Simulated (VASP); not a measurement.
# MoS2 in VASP: further runs

The runs below take MoS2 through single point, with PBE+D3(BJ).

All numbers are computed with VASP 6.6.1; they aren't measurements. Logs are shortened: lines on timing, memory, paths and dates and some standing lists are left out, and cuts for length are marked.

## 1. The cell of the first run

The cell holds a slab with vacuum, 3 atoms: a = 3.155 Å, b = 3.155 Å, c = 23.103 Å, α = 90.00°, β = 90.00°, γ = 120.00°.

## 2. Single point, PBE+D3(BJ), collinear spin

Contents of INCAR:

```
  PREC = Accurate
  ENCUT = 520
  EDIFF = 1E-6
  ISMEAR = 0
  SIGMA = 0.05
  LREAL = False
  LASPH = True
  NELM = 150
  ALGO = Normal
  ISIF = 2
  LWAVE = False
  LCHARG = True
  ISPIN = 2
  MAGMOM = 0 0 1
  LORBIT = 11
  LMAXMIX = 4
  LDIPOL = True
  IDIPOL = 3
  DIPOL = 0.5 0.5 0.500
  GGA = PE
  IVDW = 12
  LELF = True
  LVHAR = True
  LVACPOTAV = True
  NBANDS = 24
```

Contents of KPOINTS:

```
Automatic mesh
0
Gamma
  12 12 1
```

Contents of POSCAR:

```
MoS2
1.0
    3.1545950258      0.0000000000      0.0000000000
   -1.5772975129      2.7319594310      0.0000000000
    0.0000000000      0.0000000000     23.1032848747
S Mo
2 1
Direct
    0.6666666667      0.3333333333      0.4321379994
    0.6666666667      0.3333333333      0.5678528135
    0.3333333333      0.6666666667      0.4999944626
```

Potentials or basis: VASP PAW PBE potentials, release 64 (S, Mo_sv).

Launch:

```console
$ cat potpaw_PBE.64/S/POTCAR potpaw_PBE.64/Mo_sv/POTCAR > POTCAR
$ mpirun -np 1 vasp_std > vasp.out
```

OUTCAR:

```text
PREC = Accurate
   ENCUT = 520
   EDIFF = 1E-6
   ISMEAR = 0
   LREAL = False
   LASPH = True
   NELM = 150
   ISIF = 2
   ISPIN = 2
   LORBIT = 11
   GGA = PE
   IVDW = 12
 IVDW          = 12

 ion  position               nearest neighbor table
   1  0.667  0.333  0.432-   3 2.40   3 2.40   3 2.40
   2  0.667  0.333  0.568-   3 2.40   3 2.40   3 2.40
   3  0.333  0.667  0.500-   1 2.40   1 2.40   1 2.40   2 2.40   2 2.40   2 2.40

  LATTYP: Found a hexagonal cell.
 ALAT       =     3.1545950258
 C/A-ratio  =     7.3236927992

  Lattice vectors:

 A1 = (   3.1545950258,   0.0000000000,   0.0000000000)
 A2 = (  -1.5772975129,   2.7319594310,   0.0000000000)
 A3 = (   0.0000000000,   0.0000000000,  23.1032848747)

Analysis of symmetry for initial positions (statically):
=====================================================================
 Subroutine PRICEL returns:
 Original cell was already a primitive cell.

 Routine SETGRP: Setting up the symmetry group for a
 hexagonal supercell.

 Subroutine GETGRP returns: Found 12 space group operations
 (whereof  6 operations were pure point group operations)
 out of a pool of 24 trial point group operations.

The static configuration has the point symmetry C_3v.
 The point group associated with its full space group is D_3h.

Analysis of symmetry for dynamics (positions and initial velocities):
=====================================================================
 Subroutine PRICEL returns:
 Original cell was already a primitive cell.

 Routine SETGRP: Setting up the symmetry group for a
 hexagonal supercell.

 Subroutine GETGRP returns: Found 12 space group operations
 (whereof  6 operations were pure point group operations)
 out of a pool of 24 trial point group operations.

The dynamic configuration has the point symmetry C_3v.
 The point group associated with its full space group is D_3h.

Analysis of structural, dynamic, and magnetic symmetry:
=====================================================================
 Subroutine PRICEL returns:
 Original cell was already a primitive cell.

 Routine SETGRP: Setting up the symmetry group for a
 hexagonal supercell.

 Subroutine GETGRP returns: Found 12 space group operations
 (whereof  6 operations were pure point group operations)
 out of a pool of 24 trial point group operations.

The overall configuration has the point symmetry C_3v.
 The point group associated with its full space group is D_3h.

 Subroutine INISYM returns: Found 12 space group operations
 (whereof  6 operations are pure point group operations),
 and found     1 'primitive' translations

----------------------------------------------------------------------------------------

                                     Primitive cell

  volume of cell :     199.1093

  direct lattice vectors                    reciprocal lattice vectors
     3.154595026  0.000000000  0.000000000     0.316997900  0.183018823  0.000000000
    -1.577297513  2.731959431  0.000000000     0.000000000  0.366037646  0.000000000
     0.000000000  0.000000000 23.103284875     0.000000000  0.000000000  0.043283888

  length of vectors
     3.154595026  3.154595026 23.103284875     0.366037646  0.366037646  0.043283888

  position of ions in fractional coordinates (direct lattice)
     0.666666667  0.333333333  0.432137999
     0.666666667  0.333333333  0.567852813
     0.333333333  0.666666667  0.499994463

  ion indices of the primitive-cell ions
   primitive index   ion index
                 1           1
                 2           2
                 3           3

----------------------------------------------------------------------------------------

 KPOINTS: Automatic mesh

Automatic generation of k-mesh.
 Grid dimensions read from file:
 generate k-points for:   12   12    1

 Generating k-lattice:

  Cartesian coordinates                     Fractional coordinates (reciprocal lattice)
     0.026416492  0.015251569  0.000000000     0.083333333  0.000000000  0.000000000
     0.000000000  0.030503137  0.000000000     0.000000000  0.083333333  0.000000000
     0.000000000  0.000000000  0.043283888     0.000000000  0.000000000  1.000000000

  Length of vectors
     0.030503137  0.030503137  0.043283888

  Shift w.r.t. Gamma in fractional coordinates (k-lattice)
     0.000000000  0.000000000  0.000000000

 Subroutine IBZKPT returns following result:
 ===========================================

 Found     19 irreducible k-points:

 Following reciprocal coordinates:
            Coordinates               Weight
  0.000000  0.000000  0.000000      1.000000
  0.083333  0.000000  0.000000      6.000000
  0.166667  0.000000  0.000000      6.000000
  0.250000  0.000000  0.000000      6.000000
  0.333333  0.000000  0.000000      6.000000
  0.416667  0.000000  0.000000      6.000000
[... 11 lines left out ...]
  0.333333  0.250000  0.000000     12.000000
  0.333333  0.333333  0.000000      2.000000
   k-points           NKPTS =     19   k-points in BZ     NKDIM =     19   number of bands    NBANDS=     24
   number of dos      NEDOS =    301   number of ions     NIONS =      3
   total plane-waves  NPLWV = 103680
   dimension x,y,z NGX =    24 NGY =   24 NGZ =  180
   dimension x,y,z NGXF=    48 NGYF=   48 NGZF=  360
   ions per type =               2   1
   NGX,Y,Z   is equivalent  to a cutoff of  12.65, 12.65, 12.95 a.u.
   NGXF,Y,Z  is equivalent  to a cutoff of  25.30, 25.30, 25.90 a.u.
 SYSTEM =  unknown system
   PREC   = accura    normal or accurate (medium, high low for compatibility)
   ISTART =      0    job   : 0-new  1-cont  2-samecut
   ICHARG =      2    charge: 1-file 2-atom 10-const
   ISPIN  =      2    spin polarized calculation?
   LNONCOLLINEAR =      F non collinear calculations
   LSORBIT =      F    spin-orbit coupling
   LASPH  =      T    aspherical Exc in radial PAW
   ENCUT  =  520.0 eV  38.22 Ry    6.18 a.u.   5.87  5.87 42.96*2*pi/ulx,y,z
   NELM   =    150;   NELMIN=  2; NELMDL= -5     # of ELM steps
   EDIFF  = 0.1E-05   stopping-criterion for ELM
   LREAL  =      F    real-space projection
   EDIFFG = 0.1E-04   stopping-criterion for IOM
   NSW    =      0    number of steps for IOM
   IBRION =     -1    ionic relax: 0-MD 1-quasi-New 2-CG
   NFREE  =      0    steps in history (QN), initial steepest desc. (CG)
   ISIF   =      2    stress and relaxation
   ISYM   =      2    0-nonsym 1-usesym 2-fastsym
   POTIM  = 0.5000    time-step for ionic-motion
   TEBEG  =    0.0;   TEEND  =   0.0 temperature during run
   PSTRESS=    0.0 pullay stress
   NELECT =      26.0000    total number of electrons
   NUPDOWN=      -1.0000    fix difference up-down
   EMIN   =  10.00;   EMAX   =-10.00  energy-range for DOS
   EFERMI =   0.00;   METHOD = LEGACY
   ISMEAR =     0;   SIGMA  =   0.05  broadening in eV -4-tet -1-fermi 0-gaus
   EFERMI_NEDOS =   21; number of points for ismear=-14 and -15
   IALGO  =     38    algorithm
   IMIX   =      4    mixing-type and parameters
     AMIX     =   0.40;   BMIX     =  1.00
     AMIX_MAG =   1.60;   BMIX_MAG =  1.00
  volume/ion in A,a.u.               =      66.37       447.89
  Fermi-wavevector in a.u.,A,eV,Ry     =   0.830556  1.569523  9.385608  0.689823
  Thomas-Fermi vector in A             =   1.943293
   LORBIT       =     11    0 simple, 1 ext, 2 COOP (PROOUT), +10 PAW based schemes
   GGA     = PE    functional components
   LHFCALC =     F    Hartree Fock is set to
   AEXX    =    0.0000 exact exchange contribution
   IVDW    =    12    specifies the selected vdW correction
   LEPSILON=     F    determine dielectric tensor
   LRPA    =     F    only Hartree local field effects (RPA)
 spin polarized calculation
 Gauss-broadening in eV      SIGMA  =   0.05
  energy-cutoff  :      520.00
  volume of cell :      199.11
 maximum number of plane-waves:      5398
 NGX is ok and might be reduce to    24
   NGX = 11   NGY = 11   NGZ = 85

 dipolmoment           0.000000      0.000000      0.000000 electrons x Angstroem

 number of electron      25.9999999 magnetization       0.0000206

 dipolmoment           0.000000      0.000000     -0.000298 electrons x Angstroem

 Free energy of the ion-electron system (eV)
  ---------------------------------------------------
  ext. energy  EPLUGINS =         0.00000000
  ---------------------------------------------------
  free energy    TOTEN  =       -21.84429265 eV

  energy without entropy =      -21.84429265  energy(sigma->0) =      -21.84429265

 E-fermi :  -2.1502     XC(G=0):  -3.3386

 val. band max:       -2.4712001976   @ k =   0.3333   0.3333   0.0000
 cond. band min:      -0.6914268384   @ k =   0.3333   0.3333   0.0000
 fundamental gap:      1.7797733592
 Fermi energy:        -2.1502421151

 spin component 1

 k-point     1 :       0.0000    0.0000    0.0000
  band No.  band energies     occupation
      1     -63.3073      1.00000
      2     -37.4664      1.00000
      3     -37.2289      1.00000
      4     -37.2289      1.00000
      5     -16.6295      1.00000
      6     -15.3287      1.00000
[... 502 lines left out ...]
     23       9.2866      0.00000
     24       9.3329      0.00000
 Fermi energy:        -2.1502421151

 spin component 2

 k-point     1 :       0.0000    0.0000    0.0000
  band No.  band energies     occupation
      1     -63.3073      1.00000
      2     -37.4664      1.00000
      3     -37.2289      1.00000
      4     -37.2289      1.00000
      5     -16.6295      1.00000
      6     -15.3287      1.00000
[... 502 lines left out ...]
     23       9.2896      0.00000
     24       9.3330      0.00000

------------------------ aborting loop because EDIFF is reached ----------------------------------------

 Edisp (eV)   -0.95748

 E8    (eV) :    -0.4143

  FORCE on cell =-STRESS in cart. coord.  units (eV):
  Direction    XX          YY          ZZ          XY          YZ          ZX
  --------------------------------------------------------------------------------------
  -------------------------------------------------------------------------------------
  Total      -0.06501    -0.06501    -0.09308     0.00000     0.00000     0.00000
  in kB      -0.52312    -0.52312    -0.74899     0.00000     0.00000     0.00000
  external pressure =       -0.60 kB  Pullay stress =        0.00 kB

 VOLUME and BASIS-vectors are now :
 -----------------------------------------------------------------------------
  energy-cutoff  :      520.00
  volume of cell :      199.11
      direct lattice vectors                 reciprocal lattice vectors
     3.154595026  0.000000000  0.000000000     0.316997900  0.183018823  0.000000000
    -1.577297513  2.731959431  0.000000000     0.000000000  0.366037646  0.000000000
     0.000000000  0.000000000 23.103284875     0.000000000  0.000000000  0.043283888

 POSITION                                       TOTAL-FORCE (eV/Angst)
 -----------------------------------------------------------------------------------
      1.57730      0.91065      9.98381         0.000000      0.000000      0.021333
      1.57730      0.91065     13.11927         0.000000      0.000000     -0.021333
     -0.00000      1.82131     11.55151        -0.000000      0.000000      0.000000
 -----------------------------------------------------------------------------------
    total drift:                                0.000000     -0.000000     -0.044108

  FREE ENERGIE OF THE ION-ELECTRON SYSTEM (eV)
  ---------------------------------------------------
  free  energy   TOTEN  =       -22.8017745238 eV

  energy  without entropy=      -22.8017745238  energy(sigma->0) =      -22.80177452

 vacuum level on the upper side and lower side of the slab         3.418         3.424

 total charge

# of ion       s       p       d       tot
------------------------------------------
    1        1.363   2.343   0.000   3.706
    2        1.363   2.343   0.000   3.706
    3        2.292   6.223   3.954  12.469
--------------------------------------------------
tot          5.019  10.909   3.954  19.882

 magnetization (x)

# of ion       s       p       d       tot
------------------------------------------
    1       -0.000   0.000   0.000   0.000
    2       -0.000   0.000   0.000   0.000
    3       -0.000  -0.000  -0.000  -0.000
--------------------------------------------------
tot         -0.000   0.000  -0.000  -0.000
```

It took 6.2 min on 1 thread of Intel Xeon Platinum 8259CL at 2.50GHz (Skylake/Cascade Lake), shared host; peak memory 0.47 GiB.

Results:

```
Free energy                                           : -22.8018 eV
Largest force                                         : 0.021 eV/Å
Band gap on the k mesh                                : 1.78 eV
Net moment                                            : 0.00 μB per cell
Valence electrons inside the program's atomic spheres : S 3.71; Mo 12.47
Dispersion energy per atom                            : -0.319 eV
```

Forces in eV/Å, atoms in the order of the input:
```
S    0.000  0.000  0.021
S    0.000  0.000 -0.021
Mo   0.000  0.000  0.000
```

## 3. Single point, PBE+D3(BJ), collinear spin

This run uses another cell than the first one.

Contents of INCAR:

```
SYSTEM = MoS2
  PREC = Accurate
  ENCUT = 520
  EDIFF = 1E-6
  ISMEAR = 0
  SIGMA = 0.05
  LREAL = .FALSE.
  LASPH = .TRUE.
  NELM = 150
  ALGO = Normal
  ISIF = 2
  LWAVE = .FALSE.
  LCHARG = .FALSE.
  ISPIN = 2
  MAGMOM = 0 0 1
  LORBIT = 11
  LMAXMIX = 4
  LDIPOL = .TRUE.
  IDIPOL = 3
  DIPOL = 0.5 0.5 0.500
  GGA = PE
  IVDW = 12
  NBANDS = 24
```

Contents of KPOINTS:

```
Automatic mesh
0
G
  12 12 1
  0 0 0
```

Contents of POSCAR:

```
MoS2
1.0
    3.1840155200      0.0000000000      0.0000000000
   -1.5920077600      2.7574383300      0.0000000000
    0.0000000000      0.0000000000     23.1032848747
S Mo
2 1
Direct
    0.6666666700      0.3333333400      0.4328388822
    0.6666666700      0.3333333400      0.5671611178
    0.3333333300      0.6666666600      0.4999852755
```

Potentials or basis: VASP PAW PBE potentials, release 64 (S, Mo_sv).

Launch:

```console
$ cat potpaw_PBE.64/S/POTCAR potpaw_PBE.64/Mo_sv/POTCAR > POTCAR
$ mpirun -np 1 vasp_std > vasp.out
```

Wall time 5.9 min (1 thread of Intel Xeon Platinum 8259CL at 2.50GHz (Skylake/Cascade Lake), shared host); peak memory 0.47 GiB.

It converged, with:

* Free energy: -22.7931 eV
* Largest force: 0.103 eV/Å
* Band gap on the k mesh: 1.60 eV (least direct gap 1.66 eV)
* Net moment: 0.00 μB per cell
* Valence electrons inside the program's atomic spheres: S 3.71; Mo 12.45
* Dispersion energy per atom: -0.314 eV

Forces in eV/Å, atoms in the order of the input:
```
S    0.000  0.000 -0.103
S    0.000  0.000  0.093
Mo   0.000  0.000  0.010
```

Levels at points of the mesh, in eV from the valence-band top:
Spin up:
```
           k point  band 11  band 12  band 13  band 14  band 15  band 16
(0.00, 0.00, 0.00)    -1.58    -1.58     0.00     2.73     2.73     3.00
(0.50, 0.00, 0.00)    -1.89    -1.04    -0.66     2.20     2.72     3.87
```
Spin down:
```csv
k point,band 11,band 12,band 13,band 14,band 15,band 16
"(0.00, 0.00, 0.00)",-1.58,-1.58,0.00,2.73,2.73,3.00
"(0.50, 0.00, 0.00)",-1.89,-1.04,-0.66,2.20,2.72,3.87
```
